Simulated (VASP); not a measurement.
A run of VASP 6.6.1 is set up as follows.

The input POSCAR:

```
Ga7As
1.0
    0.0000000000      4.2486592015      4.2486592015
    4.2486592015      0.0000000000      4.2486592015
    4.2486592015      4.2486592015      0.0000000000
Ga As
7 1
Direct
    0.5000000000      0.5000000000      0.5000000000
    0.0000000000      0.0000000000      0.5000000000
    0.5000000000      0.0000000000      0.5000000000
    0.0000000000      0.5000000000      0.5000000000
    0.5000000000      0.5000000000      0.0000000000
    0.0000000000      0.5000000000      0.0000000000
    0.5000000000      0.0000000000      0.0000000000
    0.0000000000      0.0000000000      0.0000000000
```

The input INCAR.step1:

```
SYSTEM = Ga7As
PREC = Accurate ; ENCUT = 520
ISMEAR = 0 ; SIGMA = 0.1
LREAL = .False. ; LASPH = .True.
NELM = 80 ; NBANDS = 58
GGA = PE ; ALGO = Normal
EDIFF = 1E-4 ; LWAVE = .True.
LCHARG = .False.
```

The input INCAR.step2:

```
SYSTEM = Ga7As
PREC = Accurate ; ENCUT = 520
EDIFF = 1E-6 ; ISMEAR = 0
SIGMA = 0.1 ; LREAL = .False.
LASPH = .True. ; NELM = 80
ALGO = Normal ; ISIF = 2
LWAVE = .False. ; LCHARG = .False.
METAGGA = R2SCAN ; LMIXTAU = .True.
NBANDS = 58 ; ISTART = 1
```

File KPOINTS:

```
regular mesh
0
Gamma
  6 6 6
  0 0 0
```

Potentials or basis: VASP PAW PBE potentials, release 64 (Ga_d, As).

Run with:

```sh
$ cat potpaw_PBE.64/Ga_d/POTCAR potpaw_PBE.64/As/POTCAR > POTCAR
$ cp INCAR.step1 INCAR
$ mpirun -np 1 vasp_std > vasp.out
$ cp INCAR.step2 INCAR
$ mpirun -np 1 vasp_std > vasp.out
```

**Question.** What does it give for the pressure?

**Answer.** -2.5 GPa.

**Question.** Estimate the band gap on the k mesh.

**Answer.** Zero (band 48 reaches 6.31 eV, above the bottom of band 49 at 3.01 eV).

Caveat: the PAW data sets were made with another functional, which shifts forces and pressure a little.
